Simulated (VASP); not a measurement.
# Al2InN3 (P-3m1) in VASP: notebook

The runs below take Al2InN3 through single point, relaxation of cell and atoms, with PBE.

All numbers are computed with VASP 6.6.1; they aren't measurements. Logs are shortened: lines on timing, memory, paths and dates and some standing lists are left out, and cuts for length are marked.

**1. The cell of the first run**

Symmetry: P-3m1, No. 164, trigonal system. Conventional cell: a = 3.028 Å, b = 3.028 Å, c = 7.518 Å, α = 90.00°, β = 90.00°, γ = 120.00°. Within 2.7 Å of Al (site symmetry 3m) lie 6 N at 2.07 to 2.10 Å. Within 3.0 Å of In (site symmetry -3m) lie 6 N at 2.29 Å. Within 2.7 Å of N (site symmetry 3m) lie 3 Al at 2.07 Å and 3 In at 2.29 Å. N (site symmetry -3m) has 6 Al at 2.10 Å within 2.8 Å.

**2. Single point, PBE**

Contents of INCAR:

```
SYSTEM = Al2InN3
  PREC = Accurate
  ENCUT = 520
  EDIFF = 1E-7
  ISMEAR = 0
  SIGMA = 0.1
  LREAL = .FALSE.
  LASPH = .TRUE.
  NELM = 80
  ALGO = Normal
  ISIF = 2
  LWAVE = .FALSE.
  LCHARG = .TRUE.
  GGA = PE
  LELF = .TRUE.
  LVHAR = .TRUE.
  NBANDS = 26
```

Contents of KPOINTS:

```
Automatic mesh
0
G
  6 6 2
  0 0 0
```

Contents of POSCAR:

```
Al2InN3
1.0
    3.0279396613      0.0000000000      0.0000000000
   -1.5139698307      2.6222726678      0.0000000000
    0.0000000000      0.0000000000      7.5176520412
Al In N
2 1 3
Direct
    0.3333333333      0.6666666667      0.6555286355
    0.6666666667      0.3333333333      0.3444713645
    0.0000000000      0.0000000000      0.0000000000
    0.3333333333      0.6666666667      0.1967713944
    0.6666666667      0.3333333333      0.8032286056
    0.0000000000      0.0000000000      0.5000000000
```

Potentials or basis: VASP PAW PBE potentials, release 64 (Al, In_d, N).

On the command line:

```sh
> cat potpaw_PBE.64/Al/POTCAR potpaw_PBE.64/In_d/POTCAR potpaw_PBE.64/N/POTCAR > POTCAR
> mpirun -np 1 vasp_std > vasp.out
```

OUTCAR:

```text
SYSTEM = Al2InN3
   PREC = Accurate
   ENCUT = 520
   EDIFF = 1E-7
   ISMEAR = 0
   LREAL = .FALSE.
   LASPH = .TRUE.
   NELM = 80
   ISIF = 2
   GGA = PE

 ion  position               nearest neighbor table
   1  0.333  0.667  0.656-   5 2.07   5 2.07   5 2.07   6 2.10   6 2.10   6 2.10   2 2.92   2 2.92
                             2 2.92   3 3.12   3 3.12   3 3.12
   2  0.667  0.333  0.344-   4 2.07   4 2.07   4 2.07   6 2.10   6 2.10   6 2.10   1 2.92   1 2.92
                             1 2.92   3 3.12   3 3.12   3 3.12
   3  0.000  0.000  0.000-   4 2.29   5 2.29   5 2.29   4 2.29   5 2.29   4 2.29   1 3.12   2 3.12
                             1 3.12   2 3.12   2 3.12   1 3.12
   4  0.333  0.667  0.197-   2 2.07   2 2.07   2 2.07   3 2.29   3 2.29   3 2.29
   5  0.667  0.333  0.803-   1 2.07   1 2.07   1 2.07   3 2.29   3 2.29   3 2.29
   6  0.000  0.000  0.500-   1 2.10   2 2.10   2 2.10   1 2.10   2 2.10   1 2.10

  LATTYP: Found a hexagonal cell.
 ALAT       =     3.0279396613
 C/A-ratio  =     2.4827615085

  Lattice vectors:

 A1 = (   3.0279396613,   0.0000000000,   0.0000000000)
 A2 = (  -1.5139698307,   2.6222726678,   0.0000000000)
 A3 = (   0.0000000000,   0.0000000000,   7.5176520412)

Analysis of symmetry for initial positions (statically):
=====================================================================
 Subroutine PRICEL returns:
 Original cell was already a primitive cell.

 Routine SETGRP: Setting up the symmetry group for a
 hexagonal supercell.

 Subroutine GETGRP returns: Found 12 space group operations
 (whereof 12 operations were pure point group operations)
 out of a pool of 24 trial point group operations.

The static configuration has the point symmetry D_3d.

Analysis of symmetry for dynamics (positions and initial velocities):
=====================================================================
 Subroutine PRICEL returns:
 Original cell was already a primitive cell.

 Routine SETGRP: Setting up the symmetry group for a
 hexagonal supercell.

 Subroutine GETGRP returns: Found 12 space group operations
 (whereof 12 operations were pure point group operations)
 out of a pool of 24 trial point group operations.

The dynamic configuration has the point symmetry D_3d.

 Subroutine INISYM returns: Found 12 space group operations
 (whereof 12 operations are pure point group operations),
 and found     1 'primitive' translations

----------------------------------------------------------------------------------------

                                     Primitive cell

  volume of cell :      59.6908

[... 91 lines left out ...]
   ISIF   =      2    stress and relaxation
   ISYM   =      2    0-nonsym 1-usesym 2-fastsym
   POTIM  = 0.5000    time-step for ionic-motion
   TEBEG  =    0.0;   TEEND  =   0.0 temperature during run
   PSTRESS=    0.0 pullay stress
   NELECT =      34.0000    total number of electrons
   NUPDOWN=      -1.0000    fix difference up-down
   EMIN   =  10.00;   EMAX   =-10.00  energy-range for DOS
   EFERMI =   0.00;   METHOD = LEGACY
   ISMEAR =     0;   SIGMA  =   0.10  broadening in eV -4-tet -1-fermi 0-gaus
   EFERMI_NEDOS =   21; number of points for ismear=-14 and -15
   IALGO  =     38    algorithm
   IMIX   =      4    mixing-type and parameters
     AMIX     =   0.40;   BMIX     =  1.00
     AMIX_MAG =   1.60;   BMIX_MAG =  1.00
  volume/ion in A,a.u.               =       9.95        67.14
  Fermi-wavevector in a.u.,A,eV,Ry     =   1.357059  2.564470 25.056611  1.841609
  Thomas-Fermi vector in A             =   2.484009
   LORBIT       =      0    0 simple, 1 ext, 2 COOP (PROOUT), +10 PAW based schemes
   GGA     = PE    functional components
   LHFCALC =     F    Hartree Fock is set to
   AEXX    =    0.0000 exact exchange contribution
   IVDW    =     0    specifies the selected vdW correction
   LEPSILON=     F    determine dielectric tensor
   LRPA    =     F    only Hartree local field effects (RPA)
 non-spin polarized calculation
 Gauss-broadening in eV      SIGMA  =   0.10
  energy-cutoff  :      520.00
  volume of cell :       59.69
 maximum number of plane-waves:      1624
 NGX is ok and might be reduce to    24
   NGX = 11   NGY = 11   NGZ = 27

 number of electron      33.9999993 magnetization

 Free energy of the ion-electron system (eV)
  ---------------------------------------------------
  ext. energy  EPLUGINS =         0.00000000
  ---------------------------------------------------
  free energy    TOTEN  =       -38.49332514 eV

  energy without entropy =      -38.49332514  energy(sigma->0) =      -38.49332514

 E-fermi :   9.9175     XC(G=0): -12.1181

 val. band max:        9.4418519590   @ k =   0.0000   0.0000   0.5000
 cond. band min:      11.8021393596   @ k =   0.5000  -0.0000   0.0000
 fundamental gap:      2.3602874006
 Fermi energy:         9.9175052716

 k-point     1 :       0.0000    0.0000    0.0000
  band No.  band energies     occupation
      1      -7.0635      2.00000
      2      -5.4881      2.00000
      3      -5.0907      2.00000
      4      -4.6665      2.00000
      5      -4.6665      2.00000
      6      -4.6527      2.00000
[... 395 lines left out ...]
     25      19.6691      0.00000
     26      20.2304      0.00000

------------------------ aborting loop because EDIFF is reached ----------------------------------------

  FORCE on cell =-STRESS in cart. coord.  units (eV):
  Direction    XX          YY          ZZ          XY          YZ          ZX
  --------------------------------------------------------------------------------------
  -------------------------------------------------------------------------------------
  Total       -0.0575816     -0.0575816     -0.0324690      0.0000000      0.0000000     -0.0000000
  in kB       -1.5455642     -1.5455642     -0.8715091      0.0000000      0.0000000     -0.0000000
  external PRESSURE =      -1.3208791 kB  Pullay stress =       0.0000000 kB

 VOLUME and BASIS-vectors are now :
 -----------------------------------------------------------------------------
  energy-cutoff  :      520.00
  volume of cell :       59.69
      direct lattice vectors                 reciprocal lattice vectors
     3.027939661  0.000000000  0.000000000     0.330257572  0.190674298  0.000000000
    -1.513969831  2.622272668  0.000000000     0.000000000  0.381348596  0.000000000
     0.000000000  0.000000000  7.517652041     0.000000000  0.000000000  0.133020256

 POSITION                                       TOTAL-FORCE (eV/Angst)
 -----------------------------------------------------------------------------------
     -0.00000      1.74818      4.92804         0.000000      0.000000     -0.000799
      1.51397      0.87409      2.58962        -0.000000      0.000000      0.000799
      0.00000      0.00000      0.00000        -0.000000      0.000000      0.000000
     -0.00000      1.74818      1.47926         0.000000      0.000000      0.037568
      1.51397      0.87409      6.03839        -0.000000      0.000000     -0.037568
      0.00000      0.00000      3.75883        -0.000000      0.000000      0.000000
 -----------------------------------------------------------------------------------
    total drift:                               -0.000000      0.000000      0.000000

  FREE ENERGIE OF THE ION-ELECTRON SYSTEM (eV)
  ---------------------------------------------------
  free  energy   TOTEN  =       -38.4933251393 eV

  energy  without entropy=      -38.4933251393  energy(sigma->0) =      -38.49332514
```

Run time: 16 s. Hardware: 1 thread of AMD EPYC 9R45 (Zen 5), shared host; peak memory 0.15 GiB.

What came out:

| Property | Result |
| --- | --- |
| Free energy | -38.4933 eV |
| Pressure | -0.1 GPa |
| Largest force | 0.038 eV/Å |
| Band gap on the k mesh | 2.36 eV, indirect (least direct gap 2.69 eV) |

Forces in eV/Å, atoms in the order of the input:
```
Al   0.000  0.000 -0.001
Al   0.000  0.000  0.001
In   0.000  0.000  0.000
N    0.000  0.000  0.038
N    0.000  0.000 -0.038
N    0.000  0.000  0.000
```

Caveat: spin-orbit coupling is left out, which moves the levels of the heavy elements. A k mesh can miss the band edges.

**3. Single point, PBE**

This run uses another cell than the first one, of 13.35 Å³/atom, 1.342 times its volume.

Contents of INCAR:

```
PREC = Accurate
ENCUT = 520
EDIFF = 1E-6
ISMEAR = 0
SIGMA = 0.1
LREAL = F
LASPH = T
NELM = 80
ALGO = Normal
ISIF = 2
LWAVE = F
LCHARG = T
GGA = PE
LELF = T
LVHAR = T
NBANDS = 26
```

Contents of KPOINTS:

```
regular mesh
0
Gamma
  6 6 2
```

Contents of POSCAR:

```
Al2InN3
1.0
    3.3556249000      0.0000000000      0.0000000000
   -1.6778124500      2.9060564100      0.0000000000
    0.0000000000      0.0000000000      8.2137915600
Al In N
2 1 3
Direct
    0.3333333300      0.6666666700      0.6559943000
    0.6666666700      0.3333333300      0.3440057000
    0.0000000000      0.0000000000      0.0000000000
    0.3333333300      0.6666666700      0.1659022100
    0.6666666700      0.3333333300      0.8340977900
    0.0000000000      0.0000000000      0.5000000000
```

Potentials or basis: VASP PAW PBE potentials, release 64 (Al, In_d, N).

On the command line:

```sh
> cat potpaw_PBE.64/Al/POTCAR potpaw_PBE.64/In_d/POTCAR potpaw_PBE.64/N/POTCAR > POTCAR
> mpirun -np 1 vasp_std > vasp.out
```

OUTCAR:

```text
PREC = Accurate
   ENCUT = 520
   EDIFF = 1E-6
   ISMEAR = 0
   LREAL = F
   LASPH = T
   NELM = 80
   ISIF = 2
   GGA = PE

 ion  position               nearest neighbor table
   1  0.333  0.667  0.656-   6 2.32   6 2.32   6 2.32   5 2.43   5 2.43   5 2.43   2 3.21   2 3.21
                             2 3.21   3 3.43   3 3.43   3 3.43
   2  0.667  0.333  0.344-   6 2.32   6 2.32   6 2.32   4 2.43   4 2.43   4 2.43   1 3.21   1 3.21
                             1 3.21   3 3.43   3 3.43   3 3.43
   3  0.000  0.000  0.000-   4 2.37   5 2.37   5 2.37   4 2.37   5 2.37   4 2.37   1 3.43   2 3.43
                             1 3.43   2 3.43   2 3.43   1 3.43
   4  0.333  0.667  0.166-   3 2.37   3 2.37   3 2.37   2 2.43   2 2.43   2 2.43
[... 604 lines left out ...]
  Total      -15.0847711    -15.0847711    -15.1770380     -0.0000000      0.0000000      0.0000000
  in kB     -301.7367308   -301.7367310   -303.5823220     -0.0000000      0.0000000      0.0000000
  external PRESSURE =    -302.3519280 kB  Pullay stress =       0.0000000 kB

 VOLUME and BASIS-vectors are now :
 -----------------------------------------------------------------------------
  energy-cutoff  :      520.00
  volume of cell :       80.10
      direct lattice vectors                 reciprocal lattice vectors
     3.355624900  0.000000000  0.000000000     0.298007087  0.172054472  0.000000000
    -1.677812450  2.906056410  0.000000000     0.000000000  0.344108943  0.000000000
     0.000000000  0.000000000  8.213791560     0.000000000  0.000000000  0.121746454

 POSITION                                       TOTAL-FORCE (eV/Angst)
 -----------------------------------------------------------------------------------
     -0.00000      1.93737      5.38820         0.000000     -0.000000      0.997883
      1.67781      0.96869      2.82559         0.000000      0.000000     -0.997883
      0.00000      0.00000      0.00000         0.000000      0.000000      0.000000
     -0.00000      1.93737      1.36269         0.000000      0.000000      2.053610
      1.67781      0.96869      6.85111        -0.000000     -0.000000     -2.053610
      0.00000      0.00000      4.10690         0.000000      0.000000      0.000000
 -----------------------------------------------------------------------------------
    total drift:                                0.000000     -0.000000      0.000000

  FREE ENERGIE OF THE ION-ELECTRON SYSTEM (eV)
  ---------------------------------------------------
  free  energy   TOTEN  =       -35.2349762993 eV

  energy  without entropy=      -35.2318536735  energy(sigma->0) =      -35.23341499
```

Run time: 22 s. Hardware: 1 thread of AMD EPYC 9R45 (Zen 5), shared host; peak memory 0.19 GiB.

Results:

```yaml
Free_energy: -35.2350 eV
Pressure: -30.2 GPa
Largest_force: 2.054 eV/Å
Band_gap_on_the_k_mesh: zero (band 17 reaches 6.34 eV, above the bottom of band 18 at 6.31 eV)
```

Forces on the atoms (eV/Å):
```
Al   0.000  0.000  0.998
Al   0.000  0.000 -0.998
In   0.000  0.000  0.000
N    0.000  0.000  2.054
N    0.000  0.000 -2.054
N    0.000  0.000  0.000
```

Stress tensor (GPa, compression positive):
```
-30.17   0.00   0.00
  0.00 -30.17   0.00
  0.00   0.00 -30.36
```

Caveat: the k points lie up to 0.38 Å⁻¹ apart; spin-orbit coupling is left out, which moves the levels of the heavy elements; forces of over 1 eV/Å act on the atoms, so gaps and moduli don't describe the material at rest.

**4. Relaxation of cell and atoms, PBE**

This run uses another cell than the first one, of 13.35 Å³/atom, 1.342 times its volume.

Contents of INCAR:

```
SYSTEM = Al2InN3
  ALGO = Normal
  EDIFF = 1E-6
  EDIFFG = -0.04
  ENCUT = 600
  GGA = PE
  IBRION = 2
  ISIF = 3
  ISMEAR = 0
  LASPH = .TRUE.
  LCHARG = .FALSE.
  LREAL = .FALSE.
  LWAVE = .FALSE.
  NELM = 100
  NSW = 90
  PREC = Accurate
  SIGMA = 0.1
```

Contents of KPOINTS:

```
k-points
0
G
  6 6 2
  0 0 0
```

POSCAR is that of step 3.

On the command line:

```sh
> cat potpaw_PBE.64/Al/POTCAR potpaw_PBE.64/In_d/POTCAR potpaw_PBE.64/N/POTCAR > POTCAR
> mpirun -np 1 vasp_std > vasp.out
```

Wall time 2.4 min (1 thread of AMD EPYC 9R45 (Zen 5), shared host); peak memory 0.22 GiB.

It converged, with:

```
Free energy                            : -38.5272 eV
Relaxed volume                         : 9.93 Å³/atom
Relaxed cell                           : a = 3.026 Å, b = 3.026 Å, c = 7.515 Å, α = 90.00°, β = 90.00°, γ = 120.00°
Space group after relaxing (to 0.05 Å) : P-3m1 (No. 164)
Energy gained by relaxing              : 547.9 meV/atom
Ionic steps                            : 10
Pressure after relaxing                : 0.2 GPa
Largest force after relaxing           : 0.032 eV/Å
Band gap on the k mesh                 : 2.36 eV, indirect (least direct gap 2.69 eV)
```

Forces in eV/Å, atoms in the order of the input:
```
Al   0.000  0.000 -0.032
Al   0.000  0.000  0.032
In   0.000  0.000  0.000
N    0.000  0.000 -0.003
N    0.000  0.000  0.003
N    0.000  0.000  0.000
```

Step by step:
```
step  energy change (eV)  largest force (eV/Å)  pressure (GPa)  volume (Å³)
   1              0.0000                2.0533          -30.34        80.10
   2             -2.4192                3.1858           29.62        54.22
   3             -2.8036                3.0398            3.99        59.56
   4             -3.1747                1.7514            4.66        58.61
   5             -3.1893                1.4103            4.15        58.76
   6             -3.2748                0.2494           -3.44        60.61
   7             -3.2823                0.1103           -1.93        60.19
   8             -3.2863                0.1258            0.74        59.42
   9             -3.2870                0.0683           -0.03        59.64
  10             -3.2873                0.0317            0.16        59.59
```

Final structure:
```
CELL_PARAMETERS angstrom
3.02609 0.00000 0.00000
-1.51304 2.62067 0.00000
0.00000 0.00000 7.51477
ATOMIC_POSITIONS crystal
Al 0.33333 0.66667 0.65558
Al 0.66667 0.33333 0.34442
In 0.00000 0.00000 0.00000
N 0.33333 0.66667 0.19704
N 0.66667 0.33333 0.80296
N 0.00000 0.00000 0.50000
```

Levels at points of the mesh, in eV from the valence-band top:
| k point | band 13 | band 14 | band 15 | band 16 | band 17 | band 18 | band 19 | band 20 | band 21 |
| --- | --- | --- | --- | --- | --- | --- | --- | --- | --- |
| (0.00, 0.00, 0.00) | -0.30 | -0.26 | -0.26 | -0.24 | -0.24 | 2.45 | 5.04 | 5.33 | 8.50 |
| (0.50, 0.00, 0.00) | -2.67 | -2.18 | -1.98 | -1.26 | -1.11 | 2.36 | 4.92 | 5.50 | 6.93 |
| (0.00, 0.00, 0.50) | -0.89 | -0.63 | -0.63 | 0.00 | 0.00 | 3.73 | 4.72 | 5.14 | 8.58 |
| (0.50, 0.00, 0.50) | -3.20 | -2.35 | -2.09 | -0.56 | -0.46 | 3.39 | 3.91 | 4.55 | 7.74 |

Caveat: the volume moved by over 15 % at a fixed basis, so the end points are rough; spin-orbit coupling is left out, which moves the levels of the heavy elements. A k mesh can miss the band edges.

**5. Overview**

```csv
task,cell,cutoff (eV),gap on the mesh (eV),pressure (GPa),largest force (eV/Å)
single point,"a = 3.028, b = 3.028, c = 7.518 Å, angles 90.0, 90.0, 120.0°, 6 atoms",520,2.36,-0.1,0.04
single point,"a = 3.356, b = 3.356, c = 8.214 Å, angles 90.0, 90.0, 120.0°, 6 atoms",520,none,-30.2,2.05
relaxation of cell and atoms,"relaxed from a = 3.356, b = 3.356, c = 8.214 Å, angles 90.0, 90.0, 120.0°, 6 atoms",600,2.36,0.2,0.03
```

Alike in all rows: level PBE; potentials or basis VASP PAW PBE potentials, release 64 (Al, In_d, N); no spin polarisation; k mesh 6 × 6 × 2; smearing gaussian 0.1 eV.

Caveats: some runs use coarse meshes; spin-orbit coupling is left out, which moves the levels of the heavy elements; forces of over 1 eV/Å act on the atoms, so gaps and moduli don't describe the material at rest (some runs); the volume moved by over 15 % at a fixed basis, so the end points are rough (some runs).

Absolute energies hang on the potentials; compare differences alone.
